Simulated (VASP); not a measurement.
# NbTe2 (P-3m1) in VASP: notebook

Runs on NbTe2. Level: LDA. Tasks: single point.

Everything below comes from runs of VASP 6.6.1. Logs are shortened: lines on timing, memory, paths and dates and some standing lists are left out, and cuts for length are marked.

## Step 1: The cell of the first run

Symmetry: P-3m1, No. 164, trigonal system. Conventional cell: a = 3.720 Å, b = 3.720 Å, c = 7.148 Å, α = 90.00°, β = 90.00°, γ = 120.00°. Within 3.8 Å of Nb (site symmetry -3m) lie 6 Te at 2.81 Å and 6 Nb at 3.72 Å. Te (site symmetry 3m) has 3 Nb at 2.81 Å and 6 Te at 3.72 Å within 3.8 Å.

## Step 2: Single point, LDA

INCAR reads:

```
SYSTEM = NbTe2
ALGO = Normal
EDIFF = 1E-6
ENCUT = 520
ISIF = 2
ISMEAR = -1
LASPH = .TRUE.
LCHARG = .FALSE.
LREAL = .FALSE.
LWAVE = .FALSE.
NBANDS = 20
NELM = 80
PREC = Accurate
SIGMA = 0.1
```

KPOINTS reads:

```
k-points
0
G
  9 9 4
  0 0 0
```

POSCAR reads:

```
NbTe2
1.0
    3.7204640800      0.0000000000      0.0000000000
   -1.8602320400      3.2220164100      0.0000000000
    0.0000000000      0.0000000000      7.1482664700
Nb Te
1 2
Direct
    0.0000000000      0.0000000000      0.0000000000
    0.6666666667      0.3333333333      0.7456322300
    0.3333333333      0.6666666667      0.2543677700
```

Potentials or basis: VASP PAW LDA potentials, release 64 (Nb_sv, Te).

Launch:

```console
$ cat potpaw_LDA.64/Nb_sv/POTCAR potpaw_LDA.64/Te/POTCAR > POTCAR
$ mpirun -np 1 vasp_std > vasp.out
```

OUTCAR:

```text
SYSTEM = NbTe2
   EDIFF = 1E-6
   ENCUT = 520
   ISIF = 2
   ISMEAR = -1
   LASPH = .TRUE.
   LREAL = .FALSE.
   NELM = 80
   PREC = Accurate

 ion  position               nearest neighbor table
   1  0.000  0.000  0.000-   2 2.81   3 2.81   2 2.81   3 2.81   2 2.81   3 2.81
   2  0.667  0.333  0.746-   1 2.81   1 2.81   1 2.81
   3  0.333  0.667  0.254-   1 2.81   1 2.81   1 2.81

  LATTYP: Found a hexagonal cell.
 ALAT       =     3.7204640800
 C/A-ratio  =     1.9213373161

  Lattice vectors:

 A1 = (   3.7204640800,   0.0000000000,   0.0000000000)
 A2 = (  -1.8602320400,   3.2220164100,   0.0000000000)
 A3 = (   0.0000000000,   0.0000000000,   7.1482664700)

Analysis of symmetry for initial positions (statically):
=====================================================================
 Subroutine PRICEL returns:
 Original cell was already a primitive cell.

 Routine SETGRP: Setting up the symmetry group for a
 hexagonal supercell.

 Subroutine GETGRP returns: Found 12 space group operations
 (whereof 12 operations were pure point group operations)
 out of a pool of 24 trial point group operations.

The static configuration has the point symmetry D_3d.

Analysis of symmetry for dynamics (positions and initial velocities):
=====================================================================
 Subroutine PRICEL returns:
 Original cell was already a primitive cell.

 Routine SETGRP: Setting up the symmetry group for a
 hexagonal supercell.

 Subroutine GETGRP returns: Found 12 space group operations
 (whereof 12 operations were pure point group operations)
 out of a pool of 24 trial point group operations.

The dynamic configuration has the point symmetry D_3d.

 Subroutine INISYM returns: Found 12 space group operations
 (whereof 12 operations are pure point group operations),
 and found     1 'primitive' translations

----------------------------------------------------------------------------------------

                                     Primitive cell

  volume of cell :      85.6891

  direct lattice vectors                    reciprocal lattice vectors
     3.720464080  0.000000000  0.000000000     0.268783673  0.155182326  0.000000000
    -1.860232040  3.222016410  0.000000000     0.000000000  0.310364651  0.000000000
     0.000000000  0.000000000  7.148266470     0.000000000  0.000000000  0.139894057

  length of vectors
     3.720464080  3.720464082  7.148266470     0.310364652  0.310364651  0.139894057

  position of ions in fractional coordinates (direct lattice)
     0.000000000  0.000000000  0.000000000
     0.666666667  0.333333333  0.745632230
     0.333333333  0.666666667  0.254367770

  ion indices of the primitive-cell ions
   primitive index   ion index
                 1           1
                 2           2
                 3           3

----------------------------------------------------------------------------------------

 KPOINTS: k-points

Automatic generation of k-mesh.
 Grid dimensions read from file:
 generate k-points for:    9    9    4

 Generating k-lattice:

  Cartesian coordinates                     Fractional coordinates (reciprocal lattice)
     0.029864853  0.017242481  0.000000000     0.111111111 -0.000000000  0.000000000
     0.000000000  0.034484961  0.000000000     0.000000000  0.111111111  0.000000000
     0.000000000  0.000000000  0.034973514     0.000000000  0.000000000  0.250000000

  Length of vectors
     0.034484961  0.034484961  0.034973514

  Shift w.r.t. Gamma in fractional coordinates (k-lattice)
     0.000000000  0.000000000  0.000000000

 Subroutine IBZKPT returns following result:
 ===========================================

 Found     43 irreducible k-points:

 Following reciprocal coordinates:
            Coordinates               Weight
  0.000000  0.000000  0.000000      1.000000
  0.111111  0.000000  0.000000      6.000000
  0.222222  0.000000  0.000000      6.000000
  0.333333  0.000000  0.000000      6.000000
  0.444444  0.000000  0.000000      6.000000
  0.111111  0.111111  0.000000      6.000000
[... 16 lines left out ...]
  0.222222  0.111111  0.250000     12.000000
 -0.111111  0.333333  0.250000     12.000000
 [... further k-points ...]
   k-points           NKPTS =     43   k-points in BZ     NKDIM =     43   number of bands    NBANDS=     20
   number of dos      NEDOS =    301   number of ions     NIONS =      3
   total plane-waves  NPLWV =  42336
   dimension x,y,z NGX =    28 NGY =   28 NGZ =   54
   dimension x,y,z NGXF=    56 NGYF=   56 NGZF=  108
   ions per type =               1   2
   NGX,Y,Z   is equivalent  to a cutoff of  12.51, 12.51, 12.56 a.u.
   NGXF,Y,Z  is equivalent  to a cutoff of  25.02, 25.02, 25.12 a.u.
 SYSTEM =  NbTe2
   PREC   = accura    normal or accurate (medium, high low for compatibility)
   ISTART =      0    job   : 0-new  1-cont  2-samecut
   ICHARG =      2    charge: 1-file 2-atom 10-const
   ISPIN  =      1    spin polarized calculation?
   LNONCOLLINEAR =      F non collinear calculations
   LSORBIT =      F    spin-orbit coupling
   LASPH  =      T    aspherical Exc in radial PAW
   ENCUT  =  520.0 eV  38.22 Ry    6.18 a.u.   6.92  6.92 13.29*2*pi/ulx,y,z
   NELM   =     80;   NELMIN=  2; NELMDL= -5     # of ELM steps
   EDIFF  = 0.1E-05   stopping-criterion for ELM
   LREAL  =      F    real-space projection
[... 7 lines left out ...]
   TEBEG  =    0.0;   TEEND  =   0.0 temperature during run
   PSTRESS=    0.0 pullay stress
   NELECT =      25.0000    total number of electrons
   NUPDOWN=      -1.0000    fix difference up-down
   EMIN   =  10.00;   EMAX   =-10.00  energy-range for DOS
   EFERMI =   0.00;   METHOD = LEGACY
   ISMEAR =    -1;   SIGMA  =   0.10  broadening in eV -4-tet -1-fermi 0-gaus
   EFERMI_NEDOS =   21; number of points for ismear=-14 and -15
   IALGO  =     38    algorithm
   IMIX   =      4    mixing-type and parameters
     AMIX     =   0.40;   BMIX     =  1.00
     AMIX_MAG =   1.60;   BMIX_MAG =  1.00
  volume/ion in A,a.u.               =      28.56       192.75
  Fermi-wavevector in a.u.,A,eV,Ry     =   1.085791  2.051848 16.040486  1.178942
  Thomas-Fermi vector in A             =   2.221913
   LORBIT       =      0    0 simple, 1 ext, 2 COOP (PROOUT), +10 PAW based schemes
   GGA     = CA    functional components
   LHFCALC =     F    Hartree Fock is set to
   AEXX    =    0.0000 exact exchange contribution
   IVDW    =     0    specifies the selected vdW correction
   LEPSILON=     F    determine dielectric tensor
   LRPA    =     F    only Hartree local field effects (RPA)
 non-spin polarized calculation
  energy-cutoff  :      520.00
  volume of cell :       85.69
 maximum number of plane-waves:      2319
   NGX = 13   NGY = 13   NGZ = 27

 number of electron      24.9999999 magnetization

 Free energy of the ion-electron system (eV)
  ---------------------------------------------------
  ext. energy  EPLUGINS =         0.00000000
  ---------------------------------------------------
  free energy    TOTEN  =       -20.08496790 eV

  energy without entropy =      -20.01685813  energy(sigma->0) =      -20.05091302

 E-fermi :   6.8973     XC(G=0): -10.0199

 val. band max:        6.8941697700   @ k =   0.0000   0.0000   0.0000
 cond. band min:       6.9135167553   @ k =   0.1111   0.0000   0.2500
 fundamental gap:      0.0193469853
 Fermi energy:         6.8973329070

 k-point     1 :       0.0000    0.0000    0.0000
  band No.  band energies     occupation
      1     -48.2202      2.00000
      2     -24.4294      2.00000
      3     -24.4294      2.00000
      4     -24.4039      2.00000
      5      -5.6115      2.00000
      6      -4.4872      2.00000
[... 12 lines left out ...]
     19      12.1426      0.00000
     20      14.8587      0.00000

 k-point     2 :       0.1111    0.0000    0.0000
  band No.  band energies     occupation
      1     -48.2192      2.00000
      2     -24.4436      2.00000
      3     -24.4327      2.00000
      4     -24.4007      2.00000
      5      -5.4645      2.00000
      6      -4.4195      2.00000
[... 12 lines left out ...]
     19      12.9834      0.00000
     20      14.4920      0.00000

 k-point     3 :       0.2222    0.0000    0.0000
  band No.  band energies     occupation
      1     -48.2167      2.00000
      2     -24.4792      2.00000
      3     -24.4409      2.00000
      4     -24.3923      2.00000
      5      -5.0531      2.00000
      6      -4.2362      2.00000
[... 12 lines left out ...]
     19      13.3468      0.00000
     20      13.9976      0.00000

 k-point     4 :       0.3333    0.0000    0.0000
  band No.  band energies     occupation
      1     -48.2139      2.00000
      2     -24.5193      2.00000
      3     -24.4501      2.00000
      4     -24.3829      2.00000
      5      -4.4875      2.00000
      6      -3.9997      2.00000
[... 12 lines left out ...]
     19      12.5468      0.00000
     20      13.2369      0.00000

 k-point     5 :       0.4444    0.0000    0.0000
  band No.  band energies     occupation
      1     -48.2121      2.00000
      2     -24.5453      2.00000
      3     -24.4562      2.00000
      4     -24.3766      2.00000
      5      -4.0409      2.00000
      6      -3.8032      2.00000
[... 12 lines left out ...]
     19      12.5563      0.00000
     20      13.2382      0.00000

 k-point     6 :       0.1111    0.1111    0.0000
  band No.  band energies     occupation
      1     -48.2175      2.00000
      2     -24.4671      2.00000
      3     -24.4397      2.00000
      4     -24.3948      2.00000
      5      -5.1846      2.00000
      6      -4.2937      2.00000
[... 12 lines left out ...]
     19      13.9883      0.00000
     20      14.4711      0.00000

 k-point     7 :       0.2222    0.1111    0.0000
  band No.  band energies     occupation
      1     -48.2149      2.00000
      2     -24.5020      2.00000
      3     -24.4514      2.00000
      4     -24.3859      2.00000
      5      -4.6887      2.00000
      6      -4.0824      2.00000
[... 12 lines left out ...]
     19      13.4066      0.00000
     20      13.7688      0.00000
[... 277 lines left out ...]
 k-point    20 :       0.4444    0.0000    0.2500
  band No.  band energies     occupation
      1     -48.2121      2.00000
      2     -24.5453      2.00000
      3     -24.4562      2.00000
      4     -24.3767      2.00000
      5      -4.0259      2.00000
      6      -3.8187      2.00000
[... 12 lines left out ...]
     19      12.1102      0.00000
     20      12.5984      0.00000

 k-point    21 :       0.0000    0.4444    0.2500
  band No.  band energies     occupation
      1     -48.2121      2.00000
      2     -24.5453      2.00000
      3     -24.4562      2.00000
      4     -24.3767      2.00000
      5      -4.1144      2.00000
      6      -3.7106      2.00000
[... 12 lines left out ...]
     19      11.6529      0.00000
     20      13.4224      0.00000

 k-point    22 :       0.1111    0.1111    0.2500
  band No.  band energies     occupation
      1     -48.2175      2.00000
      2     -24.4671      2.00000
      3     -24.4397      2.00000
      4     -24.3949      2.00000
      5      -5.0932      2.00000
      6      -4.4262      2.00000
[... 12 lines left out ...]
     19      13.9077      0.00000
     20      14.3352      0.00000

 k-point    23 :       0.2222    0.1111    0.2500
  band No.  band energies     occupation
      1     -48.2149      2.00000
      2     -24.5020      2.00000
      3     -24.4514      2.00000
      4     -24.3859      2.00000
      5      -4.5953      2.00000
      6      -4.2006      2.00000
[... 12 lines left out ...]
     19      13.5880      0.00000
     20      14.0049      0.00000

 k-point    24 :      -0.1111    0.3333    0.2500
  band No.  band energies     occupation
      1     -48.2149      2.00000
      2     -24.5020      2.00000
      3     -24.4514      2.00000
      4     -24.3859      2.00000
      5      -4.6328      2.00000
      6      -4.1515      2.00000
[... 12 lines left out ...]
     19      13.3725      0.00000
     20      14.3500      0.00000

 [... further k-points ...]

------------------------ aborting loop because EDIFF is reached ----------------------------------------

  FORCE on cell =-STRESS in cart. coord.  units (eV):
  Direction    XX          YY          ZZ          XY          YZ          ZX
  --------------------------------------------------------------------------------------
  -------------------------------------------------------------------------------------
  Total       -2.8498299     -2.8498299     -2.2871547     -0.0000000      0.0000000      0.0000000
  in kB      -53.2848720    -53.2848721    -42.7642176     -0.0000000      0.0000000      0.0000000
  external PRESSURE =     -49.7779872 kB  Pullay stress =       0.0000000 kB

 VOLUME and BASIS-vectors are now :
 -----------------------------------------------------------------------------
  energy-cutoff  :      520.00
  volume of cell :       85.69
      direct lattice vectors                 reciprocal lattice vectors
     3.720464080  0.000000000  0.000000000     0.268783673  0.155182326  0.000000000
    -1.860232040  3.222016410  0.000000000     0.000000000  0.310364651  0.000000000
     0.000000000  0.000000000  7.148266470     0.000000000  0.000000000  0.139894057

 POSITION                                       TOTAL-FORCE (eV/Angst)
 -----------------------------------------------------------------------------------
      0.00000      0.00000      0.00000        -0.000000      0.000000      0.000000
      1.86023      1.07401      5.32998         0.000000     -0.000000      0.299028
     -0.00000      2.14801      1.81829        -0.000000      0.000000     -0.299028
 -----------------------------------------------------------------------------------
    total drift:                               -0.000000     -0.000000      0.000000

  FREE ENERGIE OF THE ION-ELECTRON SYSTEM (eV)
  ---------------------------------------------------
  free  energy   TOTEN  =       -20.0849678967 eV

  energy  without entropy=      -20.0168581346  energy(sigma->0) =      -20.05091302
```

It took 97 s on 1 thread of Intel Xeon 8259CL, shared host; peak memory 0.21 GiB.

What came out:

| Property | Result |
| --- | --- |
| Free energy | -20.0850 eV |
| Pressure | -5.0 GPa |
| Largest force | 0.299 eV/Å |
| Band gap on the k mesh | zero (an odd number of electrons rules out a gap without spin polarisation) |

Forces on the atoms (eV/Å):
```
Nb   0.000  0.000  0.000
Te   0.000  0.000  0.299
Te   0.000  0.000 -0.299
```

Levels at points of the mesh, in eV from the Fermi level:
```csv
k point,band 9,band 10,band 11,band 12,band 13,band 14,band 15,band 16
"(0.00, 0.00, 0.00)",-2.18,-0.64,-0.46,0.00,0.00,0.95,0.95,3.49
"(0.00, 0.00, 0.50)",-2.16,-2.16,-0.01,-0.01,0.44,0.81,0.81,3.75
```

Caveat: the cell stands under tension; spin-orbit coupling is left out, which moves the levels of the heavy elements.

## Step 3: Single point, LDA

INCAR reads:

```
SYSTEM = NbTe2
ALGO = Normal
EDIFF = 1E-6
ENCUT = 520
GGA = CA
ISIF = 2
ISMEAR = -1
LASPH = .TRUE.
LCHARG = .TRUE.
LELF = .TRUE.
LREAL = .FALSE.
LVHAR = .TRUE.
LWAVE = .FALSE.
NBANDS = 20
NELM = 80
PREC = Accurate
SIGMA = 0.1
```

KPOINTS is that of step 2.

POSCAR is that of step 2.

Potentials or basis: VASP PAW LDA potentials, release 64 (Nb_sv, Te).

Launch:

```console
$ cat potpaw_LDA.64/Nb_sv/POTCAR potpaw_LDA.64/Te/POTCAR > POTCAR
$ mpirun -np 1 vasp_std > vasp.out
```

Wall time 95 s (1 thread of Intel Xeon 8259CL, shared host); peak memory 0.21 GiB.

It converged, with:

```yaml
Free_energy: -20.0850 eV
Pressure: -5.0 GPa
Largest_force: 0.299 eV/Å
Band_gap_on_the_k_mesh: zero (an odd number of electrons rules out a gap without spin polarisation)
```

Forces on the atoms (eV/Å):
```
Nb   0.000  0.000  0.000
Te   0.000  0.000  0.299
Te   0.000  0.000 -0.299
```

Stress tensor (GPa, compression positive):
```
-5.33  0.00  0.00
 0.00 -5.33  0.00
 0.00  0.00 -4.28
```

Levels at points of the mesh, in eV from the Fermi level:
```
           k point  band 9  band 10  band 11  band 12  band 13  band 14  band 15  band 16
(0.00, 0.00, 0.00)   -2.18    -0.64    -0.46     0.00     0.00     0.95     0.95     3.49
(0.00, 0.00, 0.50)   -2.16    -2.16    -0.01    -0.01     0.44     0.81     0.81     3.75
```

Caveat: the cell stands under tension; spin-orbit coupling is left out, which moves the levels of the heavy elements.
